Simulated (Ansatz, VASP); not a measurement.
**One calculation of RbP2N2, two programs**

```
Rb P N
1.0
     2.66546   -3.46046   -0.00210
     2.66546    3.46046   -0.00210
    -1.04292    0.00000    5.99663
Rb P N
1 2 2
Direct
  0.12619 0.12619 0.56983
  0.52593 0.92386 0.06716
  0.92386 0.52593 0.06716
  0.69438 0.19444 0.91153
  0.19444 0.69438 0.91153
```

Alike in both runs: functional PBE; k mesh 10 × 10 × 6; occupations gaussian, width 0.1 eV; no spin polarisation.

Ansatz relaxed the structure, and its values are those at the end. VASP's run is a single point on that final structure, the one shown.

|  | VASP | Ansatz |
| --- | --- | --- |
| version | VASP 6.6.1 | Ansatz 0.2.0 |
| potentials or method | VASP PAW PBE potentials, release 64 (Rb_sv, P, N), cutoff 520 eV | scalar-relativistic, plane waves, PAW |
| valence electrons in the cell | 29 | 29 |

VASP gave:

```
gap on the k mesh at the Fermi level (eV) : none
pressure (GPa)                            : -0.3
rms of the force components (eV/Å)        : 0.062
```

What did Ansatz give for the same quantities?

gap on the k mesh at the Fermi level (eV): none; pressure (GPa): 0.0; rms of the force components (eV/Å): 0.002.

A gap of «none» marks a metal or a gap that the smearing closes.
